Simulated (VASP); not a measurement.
# NaI (Fm-3m) in VASP: notebook, part 2 of 2

VASP 6.6.1. The steps go on from the part before.

## Step 3: Single point, PBE (volume scaled by 0.88)

INCAR

```
SYSTEM = NaI
  ALGO = Normal
  EDIFF = 1E-6
  ENCUT = 520
  GGA = PE
  ISIF = 2
  ISMEAR = 0
  LASPH = .True.
  LCHARG = .False.
  LREAL = .False.
  LWAVE = .False.
  NBANDS = 14
  NELM = 60
  PREC = Accurate
  SIGMA = 0.02
```

KPOINTS

```
k-points
0
Gamma
  6 6 6
  0 0 0
```

POSCAR

```
NaI
1.0
    0.0000000000      3.1284543342      3.1284543342
    3.1284543342      0.0000000000      3.1284543342
    3.1284543342      3.1284543342      0.0000000000
Na I
1 1
Direct
    0.5000000000      0.5000000000      0.5000000000
    0.0000000000      0.0000000000      0.0000000000
```

Potentials or basis: VASP PAW PBE potentials, release 64 (Na_pv, I).

Launch:

```bash
cat potpaw_PBE.64/Na_pv/POTCAR potpaw_PBE.64/I/POTCAR > POTCAR
mpirun -np 1 vasp_std > vasp.out
```

OUTCAR:

```text
SYSTEM = NaI
   EDIFF = 1E-6
   ENCUT = 520
   GGA = PE
   ISIF = 2
   ISMEAR = 0
   LASPH = .True.
   LREAL = .False.
   NELM = 60
   PREC = Accurate

 ion  position               nearest neighbor table
   1  0.500  0.500  0.500-   2 3.13   2 3.13   2 3.13   2 3.13   2 3.13   2 3.13
   2  0.000  0.000  0.000-   1 3.13   1 3.13   1 3.13   1 3.13   1 3.13   1 3.13

  LATTYP: Found a face centered cubic cell.
 ALAT       =     6.2569086684

  Lattice vectors:

 A1 = (   0.0000000000,   3.1284543342,   3.1284543342)
 A2 = (   3.1284543342,   0.0000000000,   3.1284543342)
 A3 = (   3.1284543342,   3.1284543342,   0.0000000000)

Analysis of symmetry for initial positions (statically):
=====================================================================
 Subroutine PRICEL returns:
 Original cell was already a primitive cell.

 Routine SETGRP: Setting up the symmetry group for a
 face centered cubic supercell.

 Subroutine GETGRP returns: Found 48 space group operations
[... 9 lines left out ...]

 Routine SETGRP: Setting up the symmetry group for a
 face centered cubic supercell.

 Subroutine GETGRP returns: Found 48 space group operations
[... 11 lines left out ...]
                                     Primitive cell

  volume of cell :      61.2378

  direct lattice vectors                    reciprocal lattice vectors
     0.000000000  3.128454334  3.128454334    -0.159823333  0.159823333  0.159823333
     3.128454334  0.000000000  3.128454334     0.159823333 -0.159823333  0.159823333
     3.128454334  3.128454334  0.000000000     0.159823333  0.159823333 -0.159823333

  length of vectors
     4.424302549  4.424302549  4.424302549     0.276822134  0.276822134  0.276822134

  position of ions in fractional coordinates (direct lattice)
     0.500000000  0.500000000  0.500000000
     0.000000000  0.000000000  0.000000000

  ion indices of the primitive-cell ions
   primitive index   ion index
                 1           1
                 2           2

----------------------------------------------------------------------------------------

 KPOINTS: k-points

Automatic generation of k-mesh.
 Grid dimensions read from file:
 generate k-points for:    6    6    6

 Generating k-lattice:

  Cartesian coordinates                     Fractional coordinates (reciprocal lattice)
    -0.026637222  0.026637222  0.026637222     0.166666667  0.000000000  0.000000000
     0.026637222 -0.026637222  0.026637222     0.000000000  0.166666667  0.000000000
     0.026637222  0.026637222 -0.026637222     0.000000000  0.000000000  0.166666667

  Length of vectors
     0.046137022  0.046137022  0.046137022

  Shift w.r.t. Gamma in fractional coordinates (k-lattice)
     0.000000000  0.000000000  0.000000000

 Subroutine IBZKPT returns following result:
 ===========================================

 Found     16 irreducible k-points:

 Following reciprocal coordinates:
            Coordinates               Weight
  0.000000  0.000000  0.000000      1.000000
  0.166667  0.000000  0.000000      8.000000
  0.333333  0.000000  0.000000      8.000000
  0.500000  0.000000  0.000000      4.000000
  0.166667  0.166667  0.000000      6.000000
  0.333333  0.166667  0.000000     24.000000
[... 8 lines left out ...]
 -0.333333  0.333333  0.166667     24.000000
 -0.333333  0.500000  0.166667     12.000000
   k-points           NKPTS =     16   k-points in BZ     NKDIM =     16   number of bands    NBANDS=     14
   number of dos      NEDOS =    301   number of ions     NIONS =      2
   total plane-waves  NPLWV =  46656
   dimension x,y,z NGX =    36 NGY =   36 NGZ =   36
   dimension x,y,z NGXF=    72 NGYF=   72 NGZF=   72
   ions per type =               1   1
   NGX,Y,Z   is equivalent  to a cutoff of  13.53, 13.53, 13.53 a.u.
   NGXF,Y,Z  is equivalent  to a cutoff of  27.05, 27.05, 27.05 a.u.
 SYSTEM =  NaI
   PREC   = accura    normal or accurate (medium, high low for compatibility)
   ISTART =      0    job   : 0-new  1-cont  2-samecut
   ICHARG =      2    charge: 1-file 2-atom 10-const
   ISPIN  =      1    spin polarized calculation?
   LNONCOLLINEAR =      F non collinear calculations
   LSORBIT =      F    spin-orbit coupling
   LASPH  =      T    aspherical Exc in radial PAW
   ENCUT  =  520.0 eV  38.22 Ry    6.18 a.u.   8.23  8.23  8.23*2*pi/ulx,y,z
   NELM   =     60;   NELMIN=  2; NELMDL= -5     # of ELM steps
   EDIFF  = 0.1E-05   stopping-criterion for ELM
   LREAL  =      F    real-space projection
   EDIFFG = 0.1E-04   stopping-criterion for IOM
   NSW    =      0    number of steps for IOM
   IBRION =     -1    ionic relax: 0-MD 1-quasi-New 2-CG
   NFREE  =      0    steps in history (QN), initial steepest desc. (CG)
   ISIF   =      2    stress and relaxation
   ISYM   =      2    0-nonsym 1-usesym 2-fastsym
   POTIM  = 0.5000    time-step for ionic-motion
   TEBEG  =    0.0;   TEEND  =   0.0 temperature during run
   PSTRESS=    0.0 pullay stress
   NELECT =      14.0000    total number of electrons
   NUPDOWN=      -1.0000    fix difference up-down
   EMIN   =  10.00;   EMAX   =-10.00  energy-range for DOS
   EFERMI =   0.00;   METHOD = LEGACY
   ISMEAR =     0;   SIGMA  =   0.02  broadening in eV -4-tet -1-fermi 0-gaus
   EFERMI_NEDOS =   21; number of points for ismear=-14 and -15
   IALGO  =     38    algorithm
   IMIX   =      4    mixing-type and parameters
     AMIX     =   0.40;   BMIX     =  1.00
     AMIX_MAG =   1.60;   BMIX_MAG =  1.00
  volume/ion in A,a.u.               =      30.62       206.63
  Fermi-wavevector in a.u.,A,eV,Ry     =   1.001024  1.891660 13.633697  1.002048
  Thomas-Fermi vector in A             =   2.133419
   LORBIT       =      0    0 simple, 1 ext, 2 COOP (PROOUT), +10 PAW based schemes
   GGA     = PE    functional components
   LHFCALC =     F    Hartree Fock is set to
   AEXX    =    0.0000 exact exchange contribution
   IVDW    =     0    specifies the selected vdW correction
   LEPSILON=     F    determine dielectric tensor
   LRPA    =     F    only Hartree local field effects (RPA)
 non-spin polarized calculation
 Gauss-broadening in eV      SIGMA  =   0.02
  energy-cutoff  :      520.00
  volume of cell :       61.24
 maximum number of plane-waves:      1676
 NGX is ok and might be reduce to    36
   NGX = 17   NGY = 17   NGZ = 17

 number of electron      14.0000006 magnetization

 Free energy of the ion-electron system (eV)
  ---------------------------------------------------
  ext. energy  EPLUGINS =         0.00000000
  ---------------------------------------------------
  free energy    TOTEN  =        -5.32581272 eV

  energy without entropy =       -5.32581272  energy(sigma->0) =       -5.32581272

 E-fermi :   1.7388     XC(G=0):  -8.1223

 val. band max:        1.5638131564   @ k =   0.0000   0.0000   0.0000
 cond. band min:       5.5012460534   @ k =   0.0000   0.0000   0.0000
 fundamental gap:      3.9374328970
 Fermi energy:         1.7387792523

 k-point     1 :       0.0000    0.0000    0.0000
  band No.  band energies     occupation
      1     -20.7832      2.00000
      2     -20.7832      2.00000
      3     -20.7832      2.00000
      4      -9.7442      2.00000
      5       1.5638      2.00000
      6       1.5638      2.00000
      7       1.5638      2.00000
      8       5.5012      0.00000
      9       9.4793      0.00000
     10       9.4793      0.00000
     11       9.4793      0.00000
     12      11.4735      0.00000
     13      11.4735      0.00000
     14      12.0483      0.00000

 k-point     2 :       0.1667    0.0000    0.0000
  band No.  band energies     occupation
      1     -20.7855      2.00000
      2     -20.7833      2.00000
      3     -20.7833      2.00000
      4      -9.6456      2.00000
      5       0.7002      2.00000
      6       1.4691      2.00000
      7       1.4691      2.00000
      8       6.3589      0.00000
      9       9.0461      0.00000
     10       9.7165      0.00000
[... 226 lines left out ...]
 k-point    16 :      -0.3333    0.5000    0.1667
  band No.  band energies     occupation
      1     -20.7888      2.00000
      2     -20.7869      2.00000
      3     -20.7862      2.00000
      4      -9.2083      2.00000
      5      -0.4252      2.00000
      6       0.2355      2.00000
      7       0.4958      2.00000
      8       7.0911      0.00000
      9       8.0133      0.00000
     10      10.4446      0.00000
     11      10.5095      0.00000
     12      13.7870      0.00000
     13      14.5539      0.00000
     14      14.7902      0.00000

------------------------ aborting loop because EDIFF is reached ----------------------------------------

  FORCE on cell =-STRESS in cart. coord.  units (eV):
  Direction    XX          YY          ZZ          XY          YZ          ZX
  --------------------------------------------------------------------------------------
  -------------------------------------------------------------------------------------
  Total        1.0142130      1.0142130      1.0142130      0.0000000     -0.0000000      0.0000000
  in kB       26.5350743     26.5350743     26.5350743      0.0000000     -0.0000000      0.0000000
  external PRESSURE =      26.5350743 kB  Pullay stress =       0.0000000 kB

 VOLUME and BASIS-vectors are now :
 -----------------------------------------------------------------------------
  energy-cutoff  :      520.00
  volume of cell :       61.24
      direct lattice vectors                 reciprocal lattice vectors
     0.000000000  3.128454334  3.128454334    -0.159823333  0.159823333  0.159823333
     3.128454334  0.000000000  3.128454334     0.159823333 -0.159823333  0.159823333
     3.128454334  3.128454334  0.000000000     0.159823333  0.159823333 -0.159823333

 POSITION                                       TOTAL-FORCE (eV/Angst)
 -----------------------------------------------------------------------------------
      3.12845      3.12845      3.12845        -0.000000      0.000000     -0.000000
      0.00000      0.00000      0.00000         0.000000     -0.000000      0.000000
 -----------------------------------------------------------------------------------
    total drift:                                0.000000      0.000000      0.000000

  FREE ENERGIE OF THE ION-ELECTRON SYSTEM (eV)
  ---------------------------------------------------
  free  energy   TOTEN  =        -5.3258127167 eV

  energy  without entropy=       -5.3258127167  energy(sigma->0) =       -5.32581272
```

It took 11 s on 1 thread of Intel Xeon Platinum 8259CL at 2.50GHz (Skylake/Cascade Lake), shared host; peak memory 0.2 GiB.

What came out:

```
Free energy            : -5.3258 eV
Pressure               : 2.7 GPa
Band gap on the k mesh : 3.94 eV, direct
```

Caveat: the cell differs from its parent crystal (volume scaled by 0.88); spin-orbit coupling is left out, which moves the levels of the heavy elements.

## Step 4: Single point, PBE (volume scaled by 0.94)

INCAR

```
SYSTEM = NaI
PREC = Accurate
ENCUT = 520
EDIFF = 1E-6
ISMEAR = 0
SIGMA = 0.02
LREAL = .FALSE.
LASPH = .TRUE.
NELM = 80
ALGO = Normal
ISIF = 2
LWAVE = .FALSE.
LCHARG = .FALSE.
GGA = PE
NBANDS = 14
```

KPOINTS

```
Automatic mesh
0
G
  6 6 6
  0 0 0
```

POSCAR

```
NaI
1.0
    0.0000000000      3.1979981915      3.1979981915
    3.1979981915      0.0000000000      3.1979981915
    3.1979981915      3.1979981915      0.0000000000
Na I
1 1
Direct
    0.5000000000      0.5000000000      0.5000000000
    0.0000000000      0.0000000000      0.0000000000
```

Launch:

```bash
cat potpaw_PBE.64/Na_pv/POTCAR potpaw_PBE.64/I/POTCAR > POTCAR
mpirun -np 1 vasp_std > vasp.out
```

It took 11 s on 1 thread of Intel Xeon Platinum 8259CL at 2.50GHz (Skylake/Cascade Lake), shared host; peak memory 0.21 GiB.

Results (log left out):

```yaml
Free_energy: -5.3736 eV
Pressure: 1.1 GPa
Band_gap_on_the_k_mesh: 3.74 eV, direct
```

Levels at points of the mesh, in eV from the valence-band top:
```csv
k point,band 5,band 6,band 7,band 8,band 9,band 10
"(0.00, 0.00, 0.00)",0.00,0.00,0.00,3.74,7.93,7.93
"(0.50, 0.00, 0.00)",-2.31,-0.30,-0.30,5.10,7.47,7.47
"(0.50, 0.50, 0.00)",-2.02,-0.79,-0.79,4.52,5.49,10.10
```

Caveat: the cell differs from its parent crystal (volume scaled by 0.94); spin-orbit coupling is left out, which moves the levels of the heavy elements.

## Step 5: Single point, PBE

This run uses another cell than the first one, of 34.79 Å³/atom, 1.099 times its volume.

INCAR

```
PREC = Accurate ; ENCUT = 520
EDIFF = 1E-6 ; ISMEAR = 0
SIGMA = 0.02 ; LREAL = F
LASPH = T ; NELM = 60
ALGO = Normal ; ISIF = 2
LWAVE = F ; LCHARG = F
GGA = PE ; NBANDS = 14
```

KPOINTS

```
regular mesh
0
Gamma
  6 6 6
```

POSCAR

```
NaI
1.0
    0.0000000000      3.2646422433      3.2646422433
    3.2646422433      0.0000000000      3.2646422433
    3.2646422433      3.2646422433      0.0000000000
Na I
1 1
Direct
    0.5000000000      0.5000000000      0.5000000000
    0.0000000000      0.0000000000      0.0000000000
```

Potentials or basis: VASP PAW PBE potentials, release 64 (Na_pv, I).

Launch:

```bash
cat potpaw_PBE.64/Na_pv/POTCAR potpaw_PBE.64/I/POTCAR > POTCAR
mpirun -np 1 vasp_std > vasp.out
```

OUTCAR:

```text
PREC = Accurate
   ENCUT = 520
   EDIFF = 1E-6
   ISMEAR = 0
   LREAL = F
   LASPH = T
   NELM = 60
   ISIF = 2
   GGA = PE

 ion  position               nearest neighbor table
   1  0.500  0.500  0.500-
   2  0.000  0.000  0.000-

  LATTYP: Found a face centered cubic cell.
 ALAT       =     6.5292844866

  Lattice vectors:

 A1 = (   0.0000000000,   3.2646422433,   3.2646422433)
 A2 = (   3.2646422433,   0.0000000000,   3.2646422433)
[... 445 lines left out ...]
     14      13.1064      0.00000

------------------------ aborting loop because EDIFF is reached ----------------------------------------

  FORCE on cell =-STRESS in cart. coord.  units (eV):
  Direction    XX          YY          ZZ          XY          YZ          ZX
  --------------------------------------------------------------------------------------
  -------------------------------------------------------------------------------------
  Total        0.0044448      0.0044448      0.0044448      0.0000000      0.0000000      0.0000000
  in kB        0.1023346      0.1023346      0.1023346      0.0000000      0.0000000      0.0000000
  external PRESSURE =       0.1023346 kB  Pullay stress =       0.0000000 kB

 VOLUME and BASIS-vectors are now :
 -----------------------------------------------------------------------------
  energy-cutoff  :      520.00
  volume of cell :       69.59
      direct lattice vectors                 reciprocal lattice vectors
     0.000000000  3.264642243  3.264642243    -0.153156139  0.153156139  0.153156139
     3.264642243  0.000000000  3.264642243     0.153156139 -0.153156139  0.153156139
     3.264642243  3.264642243  0.000000000     0.153156139  0.153156139 -0.153156139

 POSITION                                       TOTAL-FORCE (eV/Angst)
 -----------------------------------------------------------------------------------
      3.26464      3.26464      3.26464         0.000000      0.000000      0.000000
      0.00000      0.00000      0.00000        -0.000000     -0.000000     -0.000000
 -----------------------------------------------------------------------------------
    total drift:                                0.000000      0.000000      0.000000

  FREE ENERGIE OF THE ION-ELECTRON SYSTEM (eV)
  ---------------------------------------------------
  free  energy   TOTEN  =        -5.3874375068 eV

  energy  without entropy=       -5.3874375068  energy(sigma->0) =       -5.38743751
```

stdout:

```text
POSCAR found type information on POSCAR NaI
 POSCAR found :  2 types and       2 ions
 scaLAPACK will be used
 LDA part: xc-table for (Slater+PW92), standard interpolation
 POSCAR, INCAR and KPOINTS ok, starting setup
 FFT: planning ... GRIDC
 FFT: planning ... GRID_SOFT
 FFT: planning ... GRID
 WAVECAR not read
 entering main loop
```

It took 13 s on 1 thread of Intel Xeon Platinum 8259CL at 2.50GHz (Skylake/Cascade Lake), shared host; peak memory 0.2 GiB.

Results:

```
Free energy            : -5.3874 eV
Pressure               : 0.0 GPa
Band gap on the k mesh : 3.57 eV, direct
```

Caveat: spin-orbit coupling is left out, which moves the levels of the heavy elements.

## Step 6: Overview

| cell | gap on the mesh (eV) | pressure (GPa) |
| --- | --- | --- |
| a = 4.474 Å, angles 60.0°, 2 atoms | 3.83 | 1.8 |
| a = 4.424 Å, angles 60.0°, 2 atoms | 3.94 | 2.7 |
| a = 4.523 Å, angles 60.0°, 2 atoms | 3.74 | 1.1 |
| a = 4.617 Å, angles 60.0°, 2 atoms | 3.57 | 0.0 |

Alike in all rows: task single point; level PBE; potentials or basis VASP PAW PBE potentials, release 64 (Na_pv, I); no spin polarisation; k mesh 6 × 6 × 6; cutoff (eV) 520; smearing gaussian 0.02 eV.

Caveats: spin-orbit coupling is left out, which moves the levels of the heavy elements.

Absolute energies hang on the potentials; compare differences alone.
